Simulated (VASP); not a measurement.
Na:

```
Na
1.0
     3.51000    0.00000    0.00000
     0.00000    3.51000    0.00000
     0.00000    0.00000    3.51000
Na
1
Direct
  0.00000 0.00000 0.00000
```

| Quantity | Value |
| --- | --- |
| Program | VASP 6.6.1 |
| Task | relaxation of cell and atoms |
| Functional | LDA |
| Potentials or basis | VASP PAW LDA potentials, release 64 (Na_pv) |
| Cutoff | 500 eV |
| k mesh | 6 × 6 × 6 |
| Occupations | methfessel-paxton, width 0.1 eV |
| Spin | no spin polarisation |

At the start: pressure -0.9 GPa; volume 43.24 Å³/atom.

Where does the relaxation end?

Over 4 steps the energy falls by 25.6 meV/atom and the volume is 35.49 Å³/atom (-17.9 %); space group Pm-3m (No. 221, to 0.05 Å).

The path:
```csv
step,energy change (eV),largest force (eV/Å),pressure (GPa),volume (Å³)
1,0.0000,0.0000,-0.95,43.24
2,-0.0087,0.0000,-0.83,41.66
3,-0.0244,0.0000,-0.26,37.15
4,-0.0256,0.0000,0.02,35.49
```

Final structure:
```
CELL_PARAMETERS angstrom
3.28638 0.00000 0.00000
0.00000 3.28638 0.00000
0.00000 0.00000 3.28638
ATOMIC_POSITIONS crystal
Na 0.00000 0.00000 0.00000
```

Caveat: the volume moved by over 15 % at a fixed basis, so the end points are rough.
